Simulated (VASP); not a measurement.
# SiC (P6_3mc) in VASP: settings compared

SiC is run at these levels: PBEsol+D3(BJ), BLYP+D3(BJ), LDA; tasks: single point.

Program: VASP 6.6.1. These are calculated values, not measurements. Logs are shortened: lines on timing, memory, paths and dates and some standing lists are left out, and cuts for length are marked.

## Step 1: The cell of the first run

It takes space group P6_3mc (No. 186, hexagonal). Conventional cell: a = 3.116 Å, b = 3.116 Å, c = 10.203 Å, α = 90.00°, β = 90.00°, γ = 120.00°. Within 2.5 Å of Si (site symmetry 3m) lie 4 C at 1.91 Å. Si (site symmetry 3m) has 4 C at 1.91 to 1.92 Å within 2.5 Å. Within 2.5 Å of C (site symmetry 3m) lie 4 Si at 1.91 Å. Within 2.5 Å of C (site symmetry 3m) lie 4 Si at 1.91 to 1.92 Å.

## Step 2: Single point, PBEsol+D3(BJ)

File INCAR:

```
SYSTEM = SiC
PREC = Accurate
ENCUT = 520
EDIFF = 1E-6
ISMEAR = -1
SIGMA = 0.05
LREAL = .False.
LASPH = .True.
NELM = 100
ALGO = Normal
ISIF = 2
LWAVE = .False.
LCHARG = .False.
GGA = PS
IVDW = 12
NBANDS = 26
```

File KPOINTS:

```
Automatic mesh
0
Gamma
  10 10 3
  0 0 0
```

File POSCAR:

```
SiC
1.0
    3.1161684510      0.0000000000      0.0000000000
   -1.5580842255      2.6986810411      0.0000000000
    0.0000000000      0.0000000000     10.2031701838
Si C
4 4
Direct
    0.0000000000      0.0000000000      0.1878943800
    0.0000000000      0.0000000000      0.6878943800
    0.3333333333      0.6666666667      0.4378419800
    0.6666666667      0.3333333333      0.9378419800
    0.0000000000      0.0000000000      0.0004600500
    0.0000000000      0.0000000000      0.5004600500
    0.3333333333      0.6666666667      0.2498025900
    0.6666666667      0.3333333333      0.7498025900
```

Potentials or basis: VASP PAW PBE potentials, release 64 (Si, C).

Launch:

```bash
cat potpaw_PBE.64/Si/POTCAR potpaw_PBE.64/C/POTCAR > POTCAR
mpirun -np 1 vasp_std > vasp.out
```

OUTCAR:

```text
SYSTEM = SiC
   PREC = Accurate
   ENCUT = 520
   EDIFF = 1E-6
   ISMEAR = -1
   LREAL = .False.
   LASPH = .True.
   NELM = 100
   ISIF = 2
   GGA = PS
   IVDW = 12
 IVDW          = 12

 ion  position               nearest neighbor table
   1  0.000  0.000  0.188-   7 1.91   7 1.91   7 1.91   5 1.91   3 3.12   3 3.12   3 3.12   4 3.12
                             4 3.12   4 3.12
   2  0.000  0.000  0.688-   8 1.91   8 1.91   8 1.91   6 1.91   4 3.12   4 3.12   4 3.12   3 3.12
                             3 3.12   3 3.12
   3  0.333  0.667  0.438-   6 1.91   6 1.91   6 1.91   7 1.92   1 3.12   1 3.12   1 3.12   2 3.12
                             2 3.12   2 3.12
   4  0.667  0.333  0.938-   5 1.91   5 1.91   5 1.91   8 1.92   2 3.12   2 3.12   2 3.12   1 3.12
                             1 3.12   1 3.12
   5  0.000  0.000  0.000-   4 1.91   4 1.91   4 1.91   1 1.91
   6  0.000  0.000  0.500-   3 1.91   3 1.91   3 1.91   2 1.91
   7  0.333  0.667  0.250-   1 1.91   1 1.91   1 1.91   3 1.92
   8  0.667  0.333  0.750-   2 1.91   2 1.91   2 1.91   4 1.92

  LATTYP: Found a hexagonal cell.
 ALAT       =     3.1161684510
 C/A-ratio  =     3.2742678531

  Lattice vectors:

 A1 = (   3.1161684510,   0.0000000000,   0.0000000000)
 A2 = (  -1.5580842255,   2.6986810411,   0.0000000000)
 A3 = (   0.0000000000,   0.0000000000,  10.2031701838)

Analysis of symmetry for initial positions (statically):
=====================================================================
 Subroutine PRICEL returns:
 Original cell was already a primitive cell.

 Routine SETGRP: Setting up the symmetry group for a
 hexagonal supercell.

 Subroutine GETGRP returns: Found 12 space group operations
 (whereof  6 operations were pure point group operations)
 out of a pool of 24 trial point group operations.

The static configuration has the point symmetry C_3v.
 The point group associated with its full space group is C_6v.

Analysis of symmetry for dynamics (positions and initial velocities):
=====================================================================
 Subroutine PRICEL returns:
 Original cell was already a primitive cell.

 Routine SETGRP: Setting up the symmetry group for a
 hexagonal supercell.

 Subroutine GETGRP returns: Found 12 space group operations
 (whereof  6 operations were pure point group operations)
 out of a pool of 24 trial point group operations.

The dynamic configuration has the point symmetry C_3v.
 The point group associated with its full space group is C_6v.

 Subroutine INISYM returns: Found 12 space group operations
[... 115 lines left out ...]
   ISIF   =      2    stress and relaxation
   ISYM   =      2    0-nonsym 1-usesym 2-fastsym
   POTIM  = 0.5000    time-step for ionic-motion
   TEBEG  =    0.0;   TEEND  =   0.0 temperature during run
   PSTRESS=    0.0 pullay stress
   NELECT =      32.0000    total number of electrons
   NUPDOWN=      -1.0000    fix difference up-down
   EMIN   =  10.00;   EMAX   =-10.00  energy-range for DOS
   EFERMI =   0.00;   METHOD = LEGACY
   ISMEAR =    -1;   SIGMA  =   0.05  broadening in eV -4-tet -1-fermi 0-gaus
   EFERMI_NEDOS =   21; number of points for ismear=-14 and -15
   IALGO  =     38    algorithm
   IMIX   =      4    mixing-type and parameters
     AMIX     =   0.40;   BMIX     =  1.00
     AMIX_MAG =   1.60;   BMIX_MAG =  1.00
  volume/ion in A,a.u.               =      10.73        72.38
  Fermi-wavevector in a.u.,A,eV,Ry     =   1.178390  2.226834 18.893082  1.388602
  Thomas-Fermi vector in A             =   2.314720
   LORBIT       =      0    0 simple, 1 ext, 2 COOP (PROOUT), +10 PAW based schemes
   GGA     = PS    functional components
   LHFCALC =     F    Hartree Fock is set to
   AEXX    =    0.0000 exact exchange contribution
   IVDW    =    12    specifies the selected vdW correction
   LEPSILON=     F    determine dielectric tensor
   LRPA    =     F    only Hartree local field effects (RPA)
 non-spin polarized calculation
  energy-cutoff  :      520.00
  volume of cell :       85.80
 maximum number of plane-waves:      2324
 NGX is ok and might be reduce to    24
   NGX = 11   NGY = 11   NGZ = 37

 number of electron      32.0000001 magnetization

 Free energy of the ion-electron system (eV)
  ---------------------------------------------------
  ext. energy  EPLUGINS =         0.00000000
  ---------------------------------------------------
  free energy    TOTEN  =       -63.60137948 eV

  energy without entropy =      -63.60137948  energy(sigma->0) =      -63.60137948

 E-fermi :   8.7635     XC(G=0): -11.3476

 val. band max:        7.7222235522   @ k =   0.0000   0.0000   0.0000
 cond. band min:       9.8214500247   @ k =   0.5000  -0.0000   0.0000
 fundamental gap:      2.0992264725
 Fermi energy:         8.7635364901

 k-point     1 :       0.0000    0.0000    0.0000
  band No.  band energies     occupation
      1      -7.4960      2.00000
      2      -6.3471      2.00000
      3      -6.3137      2.00000
      4      -4.0266      2.00000
      5      -0.7515      2.00000
      6       3.3830      2.00000
[... 685 lines left out ...]
     25      15.3755      0.00000
     26      16.2811      0.00000

 [... further k-points ...]

------------------------ aborting loop because EDIFF is reached ----------------------------------------

 Edisp (eV)   -1.86563

 E8    (eV) :    -1.1082

  FORCE on cell =-STRESS in cart. coord.  units (eV):
  Direction    XX          YY          ZZ          XY          YZ          ZX
  --------------------------------------------------------------------------------------
  -------------------------------------------------------------------------------------
  Total      -5.82380    -5.82380    -5.83002     0.00000     0.00000     0.00000
  in kB    -108.74496  -108.74496  -108.86120     0.00000     0.00000     0.00000
  external pressure =     -108.78 kB  Pullay stress =        0.00 kB

 VOLUME and BASIS-vectors are now :
 -----------------------------------------------------------------------------
  energy-cutoff  :      520.00
  volume of cell :       85.80
      direct lattice vectors                 reciprocal lattice vectors
     3.116168451  0.000000000  0.000000000     0.320906914  0.185275693  0.000000000
    -1.558084226  2.698681041  0.000000000     0.000000000  0.370551386  0.000000000
     0.000000000  0.000000000 10.203170184     0.000000000  0.000000000  0.098008754

 POSITION                                       TOTAL-FORCE (eV/Angst)
 -----------------------------------------------------------------------------------
      0.00000      0.00000      1.91712         0.000000      0.000000     -0.002575
      0.00000      0.00000      7.01870        -0.000000     -0.000000     -0.002575
     -0.00000      1.79912      4.46738         0.000000     -0.000000      0.007950
      1.55808      0.89956      9.56896        -0.000000      0.000000      0.007950
      0.00000      0.00000      0.00469        -0.000000     -0.000000     -0.002572
      0.00000      0.00000      5.10628         0.000000      0.000000     -0.002572
     -0.00000      1.79912      2.54878         0.000000     -0.000000     -0.002803
      1.55808      0.89956      7.65036        -0.000000      0.000000     -0.002803
 -----------------------------------------------------------------------------------
    total drift:                               -0.000000     -0.000000     -0.000474

  FREE ENERGIE OF THE ION-ELECTRON SYSTEM (eV)
  ---------------------------------------------------
  free  energy   TOTEN  =       -65.4670113366 eV

  energy  without entropy=      -65.4670113366  energy(sigma->0) =      -65.46701134
```

OSZICAR:

```text
N       E                     dE             d eps       ncg     rms          rms(c)
DAV:   1     0.651690582241E+02    0.65169E+02   -0.14310E+04  1456   0.111E+03
DAV:   2    -0.631718878637E+02   -0.12834E+03   -0.11856E+03  1918   0.185E+02
DAV:   3    -0.702954831181E+02   -0.71236E+01   -0.70689E+01  1970   0.407E+01
DAV:   4    -0.703922090477E+02   -0.96726E-01   -0.96599E-01  1880   0.549E+00
DAV:   5    -0.703939764694E+02   -0.17674E-02   -0.17666E-02  1934   0.708E-01    0.167E+01
DAV:   6    -0.638462947557E+02    0.65477E+01   -0.17485E+01  1856   0.180E+01    0.763E+00
DAV:   7    -0.636596536210E+02    0.18664E+00   -0.18267E+00  2032   0.603E+00    0.320E+00
DAV:   8    -0.636079955656E+02    0.51658E-01   -0.11001E-01  1768   0.156E+00    0.936E-01
DAV:   9    -0.636011152256E+02    0.68803E-02   -0.15089E-02  1854   0.629E-01    0.151E-01
DAV:  10    -0.636013609752E+02   -0.24575E-03   -0.10335E-03  1872   0.161E-01    0.743E-02
DAV:  11    -0.636013793612E+02   -0.18386E-04   -0.91444E-05  1846   0.578E-02    0.136E-02
DAV:  12    -0.636013794785E+02   -0.11726E-06   -0.62986E-06  1834   0.131E-02
   1 F= -.65467011E+02 E0= -.65467011E+02  d E =-.482044E-10
```

stdout:

```text
POSCAR found type information on POSCAR SiC
 POSCAR found :  2 types and       8 ions
 scaLAPACK will be used
 -----------------------------------------------------------------------------
|                                                                             |
|                                                                             |
|     You enforced a specific xc type in the INCAR file but a different       |
|     I HOPE YOU KNOW WHAT YOU ARE DOING!                                     |
|                                                                             |
 -----------------------------------------------------------------------------

 LDA part: xc-table for (Slater+PW92), standard interpolation
 POSCAR, INCAR and KPOINTS ok, starting setup
 FFT: planning ... GRIDC
 FFT: planning ... GRID_SOFT
 FFT: planning ... GRID
 WAVECAR not read
 entering main loop
```

It took 78 s on 1 thread of Intel Xeon 8259CL, shared host; peak memory 0.22 GiB.

What came out:

```
Free energy                : -65.4670 eV
Pressure                   : -10.9 GPa
Largest force              : 0.008 eV/Å
Band gap on the k mesh     : 2.10 eV (least direct gap 3.21 eV)
Dispersion energy per atom : -0.233 eV
```

Forces on the atoms (eV/Å):
```
Si   0.000  0.000 -0.003
Si   0.000  0.000 -0.003
Si   0.000  0.000  0.008
Si   0.000  0.000  0.008
C    0.000  0.000 -0.003
C    0.000  0.000 -0.003
C    0.000  0.000 -0.003
C    0.000  0.000 -0.003
```

Levels at points of the mesh, in eV from the valence-band top:
| k point | band 13 | band 14 | band 15 | band 16 | band 17 | band 18 | band 19 | band 20 |
| --- | --- | --- | --- | --- | --- | --- | --- | --- |
| (0.00, 0.00, 0.00) | -0.58 | -0.05 | 0.00 | 0.00 | 4.72 | 5.30 | 5.82 | 5.92 |
| (0.50, 0.00, 0.00) | -2.33 | -2.19 | -1.56 | -1.12 | 2.10 | 2.20 | 4.00 | 4.44 |

Caveat: the cell stands under tension; the PAW data sets were made with another functional, which shifts forces and pressure a little; an odd mesh through Γ misses points on the zone boundary, where band edges can lie.

## Step 3: Single point, BLYP+D3(BJ)

File INCAR:

```
PREC = Accurate
ENCUT = 520
EDIFF = 1E-6
ISMEAR = -1
SIGMA = 0.05
LREAL = False
LASPH = True
NELM = 60
ALGO = Normal
ISIF = 2
LWAVE = False
LCHARG = False
GGA = B5
ALDAX = 1.0
AGGAX = 1.0
AGGAC = 1.0
ALDAC = 0.0
IVDW = 12
VDW_S6 = 1.0
VDW_S8 = 2.6996
VDW_A1 = 0.4298
VDW_A2 = 4.2359
NBANDS = 26
```

File KPOINTS:

```
Automatic mesh
0
Gamma
  10 10 3
```

POSCAR is that of step 2.

Potentials or basis: VASP PAW PBE potentials, release 64 (Si, C).

Launch:

```bash
cat potpaw_PBE.64/Si/POTCAR potpaw_PBE.64/C/POTCAR > POTCAR
mpirun -np 1 vasp_std > vasp.out
```

OUTCAR:

```text
PREC = Accurate
   ENCUT = 520
   EDIFF = 1E-6
   ISMEAR = -1
   LREAL = False
   LASPH = True
   NELM = 60
   ISIF = 2
   GGA = B5
   IVDW = 12
 IVDW          = 12

 ion  position               nearest neighbor table
   1  0.000  0.000  0.188-   7 1.91   7 1.91   7 1.91   5 1.91   3 3.12   3 3.12   3 3.12   4 3.12
                             4 3.12   4 3.12
   2  0.000  0.000  0.688-   8 1.91   8 1.91   8 1.91   6 1.91   4 3.12   4 3.12   4 3.12   3 3.12
                             3 3.12   3 3.12
   3  0.333  0.667  0.438-   6 1.91   6 1.91   6 1.91   7 1.92   1 3.12   1 3.12   1 3.12   2 3.12
                             2 3.12   2 3.12
   4  0.667  0.333  0.938-   5 1.91   5 1.91   5 1.91   8 1.92   2 3.12   2 3.12   2 3.12   1 3.12
                             1 3.12   1 3.12
   5  0.000  0.000  0.000-   4 1.91   4 1.91   4 1.91   1 1.91
   6  0.000  0.000  0.500-   3 1.91   3 1.91   3 1.91   2 1.91
   7  0.333  0.667  0.250-   1 1.91   1 1.91   1 1.91   3 1.92
   8  0.667  0.333  0.750-   2 1.91   2 1.91   2 1.91   4 1.92

  LATTYP: Found a hexagonal cell.
 ALAT       =     3.1161684510
 C/A-ratio  =     3.2742678531

  Lattice vectors:

[... 201 lines left out ...]
      1      -6.8833      2.00000
      2      -5.7507      2.00000
      3      -5.7187      2.00000
      4      -3.5064      2.00000
      5      -0.0741      2.00000
      6       3.9516      2.00000
[... 685 lines left out ...]
     25      16.0374      0.00000
     26      16.9613      0.00000

 [... further k-points ...]

------------------------ aborting loop because EDIFF is reached ----------------------------------------

 Edisp (eV)   -4.97359

 E8    (eV) :    -3.4075

  FORCE on cell =-STRESS in cart. coord.  units (eV):
  Direction    XX          YY          ZZ          XY          YZ          ZX
  --------------------------------------------------------------------------------------
  -------------------------------------------------------------------------------------
  Total      -4.66470    -4.66470    -4.53840     0.00000     0.00000     0.00000
  in kB     -87.10173   -87.10173   -84.74338     0.00000     0.00000     0.00000
  external pressure =      -86.32 kB  Pullay stress =        0.00 kB

 VOLUME and BASIS-vectors are now :
 -----------------------------------------------------------------------------
  energy-cutoff  :      520.00
  volume of cell :       85.80
      direct lattice vectors                 reciprocal lattice vectors
     3.116168451  0.000000000  0.000000000     0.320906914  0.185275693  0.000000000
    -1.558084226  2.698681041  0.000000000     0.000000000  0.370551386  0.000000000
     0.000000000  0.000000000 10.203170184     0.000000000  0.000000000  0.098008754

 POSITION                                       TOTAL-FORCE (eV/Angst)
 -----------------------------------------------------------------------------------
      0.00000      0.00000      1.91712        -0.000000      0.000000     -0.024499
      0.00000      0.00000      7.01870         0.000000      0.000000     -0.024499
     -0.00000      1.79912      4.46738         0.000000      0.000000      0.017471
      1.55808      0.89956      9.56896         0.000000      0.000000      0.017471
      0.00000      0.00000      0.00469         0.000000     -0.000000      0.007579
      0.00000      0.00000      5.10628        -0.000000      0.000000      0.007579
     -0.00000      1.79912      2.54878         0.000000      0.000000     -0.000550
      1.55808      0.89956      7.65036        -0.000000     -0.000000     -0.000550
 -----------------------------------------------------------------------------------
    total drift:                               -0.000000     -0.000000     -0.000348

  FREE ENERGIE OF THE ION-ELECTRON SYSTEM (eV)
  ---------------------------------------------------
  free  energy   TOTEN  =       -59.6339215171 eV

  energy  without entropy=      -59.6339215171  energy(sigma->0) =      -59.63392152
```

stdout:

```text
POSCAR found type information on POSCAR SiC
 POSCAR found :  2 types and       8 ions
 scaLAPACK will be used
 -----------------------------------------------------------------------------
|                                                                             |
|                                                                             |
|     You enforced a specific xc type in the INCAR file but a different       |
|     I HOPE YOU KNOW WHAT YOU ARE DOING!                                     |
|                                                                             |
 -----------------------------------------------------------------------------

 LDA part: xc-table for (Slater(with rela. corr.)+VWN5), standard interpolation
 POSCAR, INCAR and KPOINTS ok, starting setup
 FFT: planning ... GRIDC
 FFT: planning ... GRID_SOFT
 FFT: planning ... GRID
 WAVECAR not read
 entering main loop
```

Wall time 1.8 min (1 thread of Intel Xeon 8259CL, shared host); peak memory 0.22 GiB.

What came out:

```yaml
Free_energy: -59.6339 eV
Pressure: -8.6 GPa
Largest_force: 0.024 eV/Å
Band_gap_on_the_k_mesh: 2.52 eV (least direct gap 3.62 eV)
Dispersion_energy_per_atom: -0.622 eV
```

Forces on the atoms (eV/Å):
```
Si   0.000  0.000 -0.024
Si   0.000  0.000 -0.024
Si   0.000  0.000  0.017
Si   0.000  0.000  0.017
C    0.000  0.000  0.008
C    0.000  0.000  0.008
C    0.000  0.000 -0.001
C    0.000  0.000 -0.001
```

Caveat: the cell stands under tension; the PAW data sets were made with another functional, which shifts forces and pressure a little; an odd mesh through Γ misses points on the zone boundary, where band edges can lie.

[end of part 1 of 2]
